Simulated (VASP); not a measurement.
# ZnS (F-43m) in VASP: notebook, part 2 of 2

VASP 6.6.1. The steps go on from the part before.

**4. Vibrations by perturbation theory, PBEsol**

This run uses another cell than the first one, of 16.71 Å³/atom.

Input file INCAR:

```
SYSTEM = ZnS
PREC = Accurate ; ENCUT = 520
EDIFF = 1E-8 ; ISMEAR = 0
SIGMA = 0.01 ; LREAL = .FALSE.
LASPH = .TRUE. ; NELM = 80
ALGO = Normal ; ISIF = 2
LWAVE = .FALSE. ; LCHARG = .TRUE.
GGA = PS ; NBANDS = 16
IBRION = 8 ; NSW = 1
LEPSILON = .TRUE.
```

Input file KPOINTS:

```
Automatic mesh
0
G
  10 10 10
  0 0 0
```

Input file POSCAR:

```
ZnS
1.0
    0.0000000000      2.5567047329      2.5567047329
    2.5567047329      0.0000000000      2.5567047329
    2.5567047329      2.5567047329      0.0000000000
Zn S
1 1
Direct
    0.0000000000      0.0000000000      0.0000000000
    0.7500000000      0.7500000000      0.7500000000
```

Potentials or basis: VASP PAW PBE potentials, release 64 (Zn, S).

Started as:

```console
$ cat potpaw_PBE.64/Zn/POTCAR potpaw_PBE.64/S/POTCAR > POTCAR
$ mpirun -np 1 vasp_std > vasp.out
```

OUTCAR:

```text
SYSTEM = ZnS
   PREC = Accurate
   ENCUT = 520
   EDIFF = 1E-8
   ISMEAR = 0
   LREAL = .FALSE.
   LASPH = .TRUE.
   NELM = 80
   ISIF = 2
   GGA = PS
   IBRION = 8
   NSW = 1
   LEPSILON = .TRUE.

 ion  position               nearest neighbor table
   1  0.000  0.000  0.000-   2 2.21   2 2.21   2 2.21   2 2.21
   2  0.750  0.750  0.750-   1 2.21   1 2.21   1 2.21   1 2.21

  LATTYP: Found a face centered cubic cell.
 ALAT       =     5.1134094658

  Lattice vectors:

 A1 = (   0.0000000000,   2.5567047329,   2.5567047329)
 A2 = (   2.5567047329,   0.0000000000,   2.5567047329)
 A3 = (   2.5567047329,   2.5567047329,   0.0000000000)

Analysis of symmetry for initial positions (statically):
[... 758 lines left out ...]
  z     0.00000     0.00000     0.00000    12.23597     0.00000     0.00000

 SECOND DERIVATIVES (NOT SYMMETRIZED)
 ------------------------------------
               1X          1Y          1Z          2X          2Y          2Z
  1X    -9.785281    0.000000    0.000000    9.785281    0.000000    0.000000
  1Y     0.000000   -9.785281    0.000000    0.000000    9.785281    0.000000
  1Z     0.000000    0.000000   -9.785281    0.000000    0.000000    9.785281
  2X     9.790483    0.000000   -0.000000   -9.790483   -0.000000    0.000000
  2Y     0.000000    9.790483    0.000000   -0.000000   -9.790483   -0.000000
  2Z    -0.000000    0.000000    9.790483    0.000000   -0.000000   -9.790483

 Eigenvectors and eigenvalues of the dynamical matrix
 ----------------------------------------------------

   1 f  =   10.544866 THz    66.255345 2PiTHz  351.738857 cm-1    43.610041 meV
             X         Y         Z           dx          dy          dz
      0.000000  0.000000  0.000000     0.573510   -0.000000   -0.000000
      3.835057  3.835057  3.835057    -0.819199   -0.000000   -0.000000
[... 21 lines left out ...]
   6 f/i=    0.001316 THz     0.008271 2PiTHz    0.043910 cm-1     0.005444 meV
             X         Y         Z           dx          dy          dz
      0.000000  0.000000  0.000000    -0.171377   -0.771207   -0.216695
      3.835057  3.835057  3.835057    -0.119979   -0.539911   -0.151705

--------------------------------------------------------------------------------------------------------

 MACROSCOPIC STATIC DIELECTRIC TENSOR IONIC CONTRIBUTION
 ------------------------------------------------------
           1.728072     0.000000    -0.000000
           0.000000     1.728072     0.000000
          -0.000000     0.000000     1.728072
 ------------------------------------------------------

 ELASTIC MODULI CONTR FROM IONIC RELAXATION (kBar)
 Direction    XX          YY          ZZ          XY          YZ          ZX
 --------------------------------------------------------------------------------
 XX          -0.0000     -0.0000      0.0000      0.0000      0.0000     -0.0000
 YY          -0.0000     -0.0000     -0.0000     -0.0000     -0.0000     -0.0000
 ZZ           0.0000     -0.0000     -0.0000     -0.0000     -0.0000      0.0000
 XY           0.0000     -0.0000     -0.0000   -732.4839      0.0000     -0.0000
 YZ           0.0000     -0.0000     -0.0000      0.0000   -732.4839     -0.0000
 ZX          -0.0000     -0.0000      0.0000     -0.0000     -0.0000   -732.4839
 --------------------------------------------------------------------------------

 PIEZOELECTRIC TENSOR IONIC CONTR  for field in x, y, z        (C/m^2)
          XX          YY          ZZ          XY          YZ          ZX
  --------------------------------------------------------------------------------
  x     0.00000    -0.00000    -0.00000     0.00000    -1.05865     0.00000
  y    -0.00000    -0.00000     0.00000    -0.00000    -0.00000    -1.05865
  z    -0.00000    -0.00000     0.00000    -1.05865     0.00000    -0.00000
```

Run time: 6.1 min. Hardware: 1 thread of Intel Xeon Platinum 8559C (Emerald Rapids), shared host; peak memory 0.34 GiB.

What came out:

- Electronic dielectric tensor (diagonal): 6.12
- Born charges (mean of the diagonal): Zn +1.77; S -1.77 e
- Highest phonon frequency at Γ, LO-TO splitting left out: 352 cm⁻¹

Phonon frequencies in cm⁻¹ (negative: imaginary):
```csv
q point,frequencies
"(0.000, 0.000, 0.000)",0 0 0 352 352 352
```

Electronic dielectric tensor:
```
6.12 0.00 0.00
0.00 6.12 0.00
0.00 0.00 6.12
```

Born effective charge tensors (e):
atom 1, Zn
```
1.77 0.00 0.00
0.00 1.77 0.00
0.00 0.00 1.77
```
atom 2, S
```
-1.77  0.00  0.00
 0.00 -1.77  0.00
 0.00  0.00 -1.77
```

Caveat: the cell stands under pressure or tension, which shifts response properties; the PAW data sets were made with another functional, which shifts forces and pressure a little.

**5. Vibrations by perturbation theory, PBEsol**

This run uses another cell than the first one, of 17.66 Å³/atom.

Input file INCAR:

```
SYSTEM = ZnS
ALGO = Normal
EDIFF = 1E-8
ENCUT = 520
GGA = PS
IBRION = 8
ISIF = 2
ISMEAR = 0
LASPH = .TRUE.
LCHARG = .FALSE.
LEPSILON = .TRUE.
LREAL = .FALSE.
LWAVE = .FALSE.
NBANDS = 16
NELM = 60
NSW = 1
PREC = Accurate
SIGMA = 0.01
```

Input file KPOINTS:

```
k-points
0
G
  10 10 10
  0 0 0
```

Input file POSCAR:

```
ZnS
1.0
    0.0000000000      2.6042856199      2.6042856199
    2.6042856199      0.0000000000      2.6042856199
    2.6042856199      2.6042856199      0.0000000000
Zn S
1 1
Direct
    0.0000000000      0.0000000000      0.0000000000
    0.7500000000      0.7500000000      0.7500000000
```

Potentials or basis: VASP PAW PBE potentials, release 64 (Zn, S).

Started as:

```console
$ cat potpaw_PBE.64/Zn/POTCAR potpaw_PBE.64/S/POTCAR > POTCAR
$ mpirun -np 1 vasp_std > vasp.out
```

OUTCAR:

```text
SYSTEM = ZnS
   EDIFF = 1E-8
   ENCUT = 520
   GGA = PS
   IBRION = 8
   ISIF = 2
   ISMEAR = 0
   LASPH = .TRUE.
   LEPSILON = .TRUE.
   LREAL = .FALSE.
   NELM = 60
   NSW = 1
   PREC = Accurate

 ion  position               nearest neighbor table
   1  0.000  0.000  0.000-   2 2.26   2 2.26   2 2.26   2 2.26
   2  0.750  0.750  0.750-   1 2.26   1 2.26   1 2.26   1 2.26
[... 786 lines left out ...]
      0.000000  0.000000  0.000000    -0.571875    0.000000    0.000000
      3.906428  3.906428  3.906428     0.820341    0.000000    0.000000
[... 21 lines left out ...]
   6 f/i=    0.020424 THz     0.128328 2PiTHz    0.681272 cm-1     0.084467 meV
             X         Y         Z           dx          dy          dz
      0.000000  0.000000  0.000000     0.000000    0.000000    0.820341
      3.906428  3.906428  3.906428     0.000000    0.000000    0.571875

--------------------------------------------------------------------------------------------------------

 MACROSCOPIC STATIC DIELECTRIC TENSOR IONIC CONTRIBUTION
 ------------------------------------------------------
           2.139391    -0.000000    -0.000000
          -0.000000     2.139391    -0.000000
          -0.000000    -0.000000     2.139391
 ------------------------------------------------------

 ELASTIC MODULI CONTR FROM IONIC RELAXATION (kBar)
 Direction    XX          YY          ZZ          XY          YZ          ZX
 --------------------------------------------------------------------------------
 XX          -0.0000     -0.0000     -0.0000      0.0000      0.0000     -0.0000
 YY          -0.0000     -0.0000     -0.0000      0.0000      0.0000      0.0000
 ZZ          -0.0000     -0.0000     -0.0000     -0.0000      0.0000      0.0000
 XY           0.0000      0.0000     -0.0000   -499.7724      0.0000      0.0000
 YZ           0.0000      0.0000      0.0000      0.0000   -499.7724      0.0000
 ZX          -0.0000      0.0000      0.0000      0.0000      0.0000   -499.7724
 --------------------------------------------------------------------------------

 PIEZOELECTRIC TENSOR IONIC CONTR  for field in x, y, z        (C/m^2)
          XX          YY          ZZ          XY          YZ          ZX
  --------------------------------------------------------------------------------
  x     0.00000     0.00000     0.00000     0.00000    -0.97298     0.00000
  y    -0.00000     0.00000     0.00000     0.00000     0.00000    -0.97298
  z     0.00000     0.00000    -0.00000    -0.97298     0.00000     0.00000
```

OSZICAR:

```text
N       E                     dE             d eps       ncg     rms          rms(c)
DAV:   1     0.906465080628E+02    0.90647E+02   -0.90603E+03  1504   0.140E+03
DAV:   2    -0.223960255392E+01   -0.92886E+02   -0.86583E+02  1712   0.269E+02
DAV:   3    -0.788530050061E+01   -0.56457E+01   -0.56209E+01  1856   0.645E+01
DAV:   4    -0.794098931356E+01   -0.55689E-01   -0.55678E-01  1832   0.661E+00
[... 172 lines left out ...]
RMM:   7    -0.104665442004E+00   -0.26817E-05   -0.42060E-08  9775   0.119E-03    0.654E-04
RMM:   8    -0.104665968517E+00   -0.52651E-06   -0.45673E-08 10307   0.284E-04    0.964E-05
RMM:   9    -0.104665541877E+00    0.42664E-06   -0.80039E-10 10182   0.944E-05    0.279E-05
RMM:  10    -0.104665712880E+00   -0.17100E-06   -0.92729E-09 10368   0.340E-05    0.401E-06
RMM:  11    -0.104665715275E+00   -0.23946E-08   -0.13098E-09 10253   0.158E-05    0.517E-06
 Linear response finished
```

It took 6.2 min on 1 thread of Intel Xeon Platinum 8559C (Emerald Rapids), shared host; peak memory 0.36 GiB.

Results:

- Electronic dielectric tensor (diagonal): 6.08
- Born charges (mean of the diagonal): Zn +1.85; S -1.85 e
- Highest phonon frequency at Γ, LO-TO splitting left out: 322 cm⁻¹

Phonon frequencies in cm⁻¹ (negative: imaginary):
| q point | frequencies |
| --- | --- |
| (0.000, 0.000, 0.000) | -1 -1 -1 322 322 322 |

Electronic dielectric tensor:
```
6.08 0.00 0.00
0.00 6.08 0.00
0.00 0.00 6.08
```

Born effective charge tensors (e):
atom 1, Zn
```
1.85 0.00 0.00
0.00 1.85 0.00
0.00 0.00 1.85
```
atom 2, S
```
-1.85  0.00  0.00
 0.00 -1.85  0.00
 0.00  0.00 -1.85
```

Caveat: the cell stands under pressure or tension, which shifts response properties; the PAW data sets were made with another functional, which shifts forces and pressure a little.

**6. Vibrations by perturbation theory, PBEsol**

This run uses another cell than the first one, of 18.55 Å³/atom.

Input file INCAR:

```
PREC = Accurate
ENCUT = 520
EDIFF = 1E-8
ISMEAR = 0
SIGMA = 0.01
LREAL = F
LASPH = T
NELM = 100
ALGO = Normal
ISIF = 2
LWAVE = F
LCHARG = F
GGA = PS
IBRION = 8
NSW = 1
LEPSILON = T
```

Input file KPOINTS:

```
regular mesh
0
Gamma
  10 10 10
```

Input file POSCAR:

```
ZnS
1.0
    0.0000000000      2.6470444440      2.6470444440
    2.6470444440      0.0000000000      2.6470444440
    2.6470444440      2.6470444440      0.0000000000
Zn S
1 1
Direct
    0.0000000000      0.0000000000      0.0000000000
    0.7500000000      0.7500000000      0.7500000000
```

Potentials or basis: VASP PAW PBE potentials, release 64 (Zn, S).

Started as:

```console
$ cat potpaw_PBE.64/Zn/POTCAR potpaw_PBE.64/S/POTCAR > POTCAR
$ mpirun -np 1 vasp_std > vasp.out
```

OUTCAR:

```text
PREC = Accurate
   ENCUT = 520
   EDIFF = 1E-8
   ISMEAR = 0
   LREAL = F
   LASPH = T
   NELM = 100
   ISIF = 2
   GGA = PS
   IBRION = 8
   NSW = 1
   LEPSILON = T

 ion  position               nearest neighbor table
   1  0.000  0.000  0.000-   2 2.29   2 2.29   2 2.29   2 2.29
   2  0.750  0.750  0.750-   1 2.29   1 2.29   1 2.29   1 2.29

  LATTYP: Found a face centered cubic cell.
[... 712 lines left out ...]
      0.000000  0.000000  0.000000     0.000000    0.575814    0.000000
      3.970567  3.970567  3.970567    -0.000000   -0.817581    0.000000
[... 21 lines left out ...]
   6 f/i=    0.023993 THz     0.150753 2PiTHz    0.800325 cm-1     0.099228 meV
             X         Y         Z           dx          dy          dz
      0.000000  0.000000  0.000000    -0.473437    0.666555    0.000000
      3.970567  3.970567  3.970567    -0.333437    0.469448    0.000000

--------------------------------------------------------------------------------------------------------

 MACROSCOPIC STATIC DIELECTRIC TENSOR IONIC CONTRIBUTION
 ------------------------------------------------------
           2.550075    -0.000000     0.000000
          -0.000000     2.550075    -0.000000
           0.000000    -0.000000     2.550075
 ------------------------------------------------------

 ELASTIC MODULI CONTR FROM IONIC RELAXATION (kBar)
 Direction    XX          YY          ZZ          XY          YZ          ZX
 --------------------------------------------------------------------------------
 XX          -0.0000     -0.0000      0.0000     -0.0000      0.0000      0.0000
 YY          -0.0000     -0.0000     -0.0000     -0.0000     -0.0000      0.0000
 ZZ           0.0000     -0.0000     -0.0000      0.0000     -0.0000      0.0000
 XY          -0.0000     -0.0000      0.0000   -333.5667     -0.0000      0.0000
 YZ           0.0000     -0.0000     -0.0000     -0.0000   -333.5667      0.0000
 ZX           0.0000      0.0000      0.0000      0.0000      0.0000   -333.5667
 --------------------------------------------------------------------------------

 PIEZOELECTRIC TENSOR IONIC CONTR  for field in x, y, z        (C/m^2)
          XX          YY          ZZ          XY          YZ          ZX
  --------------------------------------------------------------------------------
  x     0.00000    -0.00000    -0.00000    -0.00000    -0.86784     0.00000
  y     0.00000     0.00000     0.00000     0.00000     0.00000    -0.86784
  z    -0.00000    -0.00000     0.00000    -0.86784    -0.00000     0.00000
```

OSZICAR:

```text
N       E                     dE             d eps       ncg     rms          rms(c)
DAV:   1     0.873824837503E+02    0.87382E+02   -0.92763E+03  1222   0.169E+03
DAV:   2    -0.195598926110E+01   -0.89338E+02   -0.85596E+02  1282   0.285E+02
DAV:   3    -0.791434042439E+01   -0.59584E+01   -0.59272E+01  1557   0.740E+01
DAV:   4    -0.798877910431E+01   -0.74439E-01   -0.74410E-01  1342   0.877E+00
[... 177 lines left out ...]
RMM:   9    -0.104755912270E+00    0.82262E-06    0.18848E-08  7702   0.188E-04    0.671E-05
RMM:  10    -0.104756227026E+00   -0.31476E-06    0.19526E-10  7721   0.810E-05    0.830E-06
RMM:  11    -0.104756306326E+00   -0.79300E-07    0.32600E-09  8136   0.348E-05    0.954E-06
RMM:  12    -0.104756289299E+00    0.17027E-07   -0.42956E-09  7439   0.149E-05    0.620E-07
RMM:  13    -0.104756291027E+00   -0.17274E-08    0.34688E-09  4964   0.859E-06    0.412E-07
 Linear response finished
```

stdout:

```text
POSCAR found type information on POSCAR ZnS
 POSCAR found :  2 types and       2 ions
 scaLAPACK will be used
 -----------------------------------------------------------------------------
|                                                                             |
|                                                                             |
[... 39 lines left out ...]
 first order change of Fermi-energy  -0.38453E+00
 force on displaced ion       1 direction 1 :  -7.054   0.000   0.000
 Born effective charge ion    1 direction 1 :   1.913   0.000   0.000
 Linear response progress:
 first order change of Fermi-energy   0.38481E+00
 force on displaced ion       2 direction 1 :  -6.974   0.000   0.000
 Born effective charge ion    2 direction 1 :  -1.916   0.000   0.000
 Born effective charges drift removed
 Linear response finished
```

It took 5.7 min on 1 thread of Intel Xeon Platinum 8559C (Emerald Rapids), shared host; peak memory 0.34 GiB.

What came out:

```yaml
Electronic_dielectric_tensor_diagonal: 6.08
Born_charges_mean_of_the_diagonal: Zn +1.91; S -1.91 e
Highest_phonon_frequency_at_Γ_LO-TO_splitting_left_out: 297 cm⁻¹
```

Phonon frequencies in cm⁻¹ (negative: imaginary):
| q point | frequencies |
| --- | --- |
| (0.000, 0.000, 0.000) | -1 -1 -1 297 297 297 |

Electronic dielectric tensor:
```
6.08 0.00 0.00
0.00 6.08 0.00
0.00 0.00 6.08
```

Born effective charge tensors (e):
atom 1, Zn
```
1.91 0.00 0.00
0.00 1.91 0.00
0.00 0.00 1.91
```
atom 2, S
```
-1.91  0.00  0.00
 0.00 -1.91  0.00
 0.00  0.00 -1.91
```

Caveat: the cell stands under pressure or tension, which shifts response properties; the PAW data sets were made with another functional, which shifts forces and pressure a little.
